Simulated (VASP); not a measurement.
The system is V.

```
V
1.0
    -1.54274    1.54274    1.54274
     1.54274   -1.54274    1.54274
     1.54274    1.54274   -1.54274
V
1
Direct
  0.00000 0.00000 0.00000
```

```yaml
Program: VASP 6.6.1
Task: relaxation of cell and atoms
Functional: PBE
Potentials_or_basis: VASP PAW PBE potentials, release 64 (V_sv)
Cutoff: 500 eV
k_mesh: 8 × 8 × 8
Occupations: gaussian, width 0.1 eV
Spin: no spin polarisation
```

At the start: pressure -14.1 GPa; volume 14.69 Å³/atom.

**Question.** How do energy, volume and symmetry change on relaxing?

**Answer.** Over 3 steps the energy falls by 61.9 meV/atom and the volume is 13.41 Å³/atom (-8.7 %); space group Im-3m (No. 229, to 0.05 Å).

The path:
| step | energy change (eV) | largest force (eV/Å) | pressure (GPa) | volume (Å³) |
| --- | --- | --- | --- | --- |
| 1 | 0.0000 | 0.0000 | -14.12 | 14.69 |
| 2 | 0.0213 | 0.0000 | 22.75 | 12.10 |
| 3 | -0.0619 | 0.0000 | -0.35 | 13.41 |

Final structure:
```yaml
crystal:
  lattice:
    - [-1.49663, 1.49663, 1.49663]
    - [1.49663, -1.49663, 1.49663]
    - [1.49663, 1.49663, -1.49663]
  atoms:
    - { symbol: V, position: [0.00000, 0.00000, 0.00000] }
```
